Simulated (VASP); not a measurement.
P, 3 atoms in the cell. The structure is hexagonal, space group P6/mmm (No. 191). The conventional cell has a = 4.286 Å, b = 4.286 Å, c = 2.414 Å, α = 90.00°, β = 90.00°, γ = 120.00°. Within 3.2 Å of P (site symmetry 6/mmm) lie 14 P at 2.41 to 2.75 Å. P (site symmetry -6m2) has 11 P at 2.41 to 2.75 Å within 3.2 Å.  This cell differs from its parent crystal: volume scaled by 0.88.

```yaml
Program: VASP 6.6.1
Task: single point
Functional: revPBE
Potentials_or_basis: VASP PAW PBE potentials, release 64 (P)
Cutoff: 520 eV
k_mesh: 9 × 9 × 14
Occupations: fermi-dirac, width 0.1 eV
Spin: no spin polarisation
Dipole_correction: no
Further_INCAR_settings: ALGO = Normal; EDIFF = 1e-07; NBANDS = 14
```

Potentials or basis: VASP PAW PBE potentials, release 64 (P).

Command:

```bash
$ cat potpaw_PBE.64/P/POTCAR > POTCAR
$ mpirun -np 1 vasp_std > vasp.out
```

Hardware: 1 thread of Intel(R) Xeon(R) Platinum 8488C (Sapphire Rapids), on a shared host.

Q: Estimate the wall time of this run.

A: It took 20 s on 1 thread of Intel(R) Xeon(R) Platinum 8488C (Sapphire Rapids), with other jobs on the host, peak memory 0.16 GiB. Counts: scf iterations 12, k points 96.
